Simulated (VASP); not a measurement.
# AlSi16 (a cell with a defect): single point with r2SCAN

The system is AlSi16 (a cell with a defect).

```xyz
17
Lattice="0.0000 5.4300 5.4300 5.4300 0.0000 5.4300 5.4300 5.4300 0.0000" Properties=species:S:1:pos:R:3 pbc="T T T"
Si    0.0030   -0.0019    0.0023
Si    1.3464    1.3412    1.3456
Si    2.7187    2.7126    0.0150
Si    4.0899    4.0849    1.3456
Si    2.7181    0.0105    2.7174
Si    4.0898    1.3415    4.0890
Si    5.4208    2.7131    2.7172
Si    6.7452    4.1161    4.1206
Si    0.0157    2.7126    2.7179
Si    1.3464    4.0849    4.0892
Si    2.7186    5.4155    2.7178
Si    4.1228    6.7382    4.1222
Si    2.7180    2.7131    5.4200
Si    4.1213    4.1163    6.7442
Si    5.4345    5.4269    5.4336
Si    6.7453    6.7399    6.7444
Al    8.1497    8.1419    8.1487
```

* Program: VASP 6.6.1
* Task: single point
* Functional: r2SCAN
* Potentials or basis: VASP PAW PBE potentials, release 64 (Si, Al)
* Cutoff: 520 eV
* k mesh: 2 × 2 × 2
* Occupations: gaussian, width 0.05 eV
* Spin: collinear spin
* Starting moments: [0.0, 0.0, 0.0, 0.0, 0.0, 0.0, 0.0, 0.0, 0.0, 0.0, 0.0, 0.0, 0.0, 0.0, 0.0, 0.0, 1.0] μB
* Dipole correction: no
* Further INCAR settings: LREAL = Auto; ALGO = Normal; EDIFF = 1e-07; NBANDS = 52

```
Pressure                                              : 3.9 GPa
Largest force                                         : 0.011 eV/Å
Net moment                                            : 0.00 μB per cell
Valence electrons inside the program's atomic spheres : Si 1.72, 1.71, 1.69, 1.77 (each value once); Al 0.86
```

Forces in eV/Å, atoms in the order of the input:
```
Si  -0.002  0.003 -0.002
Si   0.006  0.005  0.008
Si  -0.001  0.001  0.010
Si  -0.004 -0.007  0.006
Si   0.001  0.011  0.000
Si  -0.007  0.006 -0.006
Si  -0.010 -0.001  0.002
Si   0.004 -0.005 -0.002
Si   0.011  0.002 -0.002
Si   0.006 -0.008 -0.005
Si  -0.001 -0.010 -0.001
Si  -0.005  0.005 -0.005
Si   0.002  0.000 -0.011
Si  -0.002 -0.005  0.005
Si  -0.001  0.001 -0.001
Si   0.004  0.002  0.005
Al   0.000 -0.001  0.000
```

Levels at points of the mesh, in eV from the Fermi level:
Spin up:
```tsv
k point	band 30	band 31	band 32	band 33	band 34	band 35	band 36	band 37
(0.00, 0.00, 0.00)	-1.91	-0.97	-0.97	-0.97	-0.25	-0.25	-0.25	0.00
(0.50, 0.00, 0.00)	-1.85	-1.68	-1.68	-0.66	0.21	0.55	0.55	0.90
(0.00, 0.50, 0.00)	-1.85	-1.68	-1.68	-0.66	0.21	0.55	0.55	0.90
(0.00, 0.00, 0.50)	-1.85	-1.68	-1.68	-0.66	0.21	0.55	0.55	0.90
(0.50, 0.50, 0.50)	-1.85	-1.68	-1.68	-0.66	0.21	0.55	0.55	0.90
(0.50, 0.50, 0.00)	-2.32	-2.32	-2.20	-0.30	0.15	1.10	1.43	1.44
(0.00, 0.50, 0.50)	-2.32	-2.32	-2.20	-0.30	0.15	1.10	1.43	1.44
(0.50, 0.00, 0.50)	-2.32	-2.32	-2.20	-0.30	0.15	1.10	1.43	1.44
```
Spin down:
| k point | band 30 | band 31 | band 32 | band 33 | band 34 | band 35 | band 36 | band 37 |
| --- | --- | --- | --- | --- | --- | --- | --- | --- |
| (0.00, 0.00, 0.00) | -1.91 | -0.97 | -0.97 | -0.97 | -0.25 | -0.25 | -0.25 | 0.00 |
| (0.50, 0.00, 0.00) | -1.85 | -1.68 | -1.68 | -0.66 | 0.21 | 0.55 | 0.55 | 0.90 |
| (0.00, 0.50, 0.00) | -1.85 | -1.68 | -1.68 | -0.66 | 0.21 | 0.55 | 0.55 | 0.90 |
| (0.00, 0.00, 0.50) | -1.85 | -1.68 | -1.68 | -0.66 | 0.21 | 0.55 | 0.55 | 0.90 |
| (0.50, 0.50, 0.50) | -1.85 | -1.68 | -1.68 | -0.66 | 0.21 | 0.55 | 0.55 | 0.90 |
| (0.50, 0.50, 0.00) | -2.32 | -2.32 | -2.20 | -0.29 | 0.15 | 1.10 | 1.43 | 1.44 |
| (0.00, 0.50, 0.50) | -2.32 | -2.32 | -2.20 | -0.29 | 0.15 | 1.10 | 1.43 | 1.44 |
| (0.50, 0.00, 0.50) | -2.32 | -2.32 | -2.20 | -0.29 | 0.15 | 1.10 | 1.43 | 1.44 |

It took 12 min on 1 thread of Intel(R) Xeon(R) 6975P-C (Granite Rapids), with other jobs on the host, peak memory 0.8 GiB.

Caveat: the k points lie up to 0.50 Å⁻¹ apart; the PAW data sets were made with another functional, which shifts forces and pressure a little.
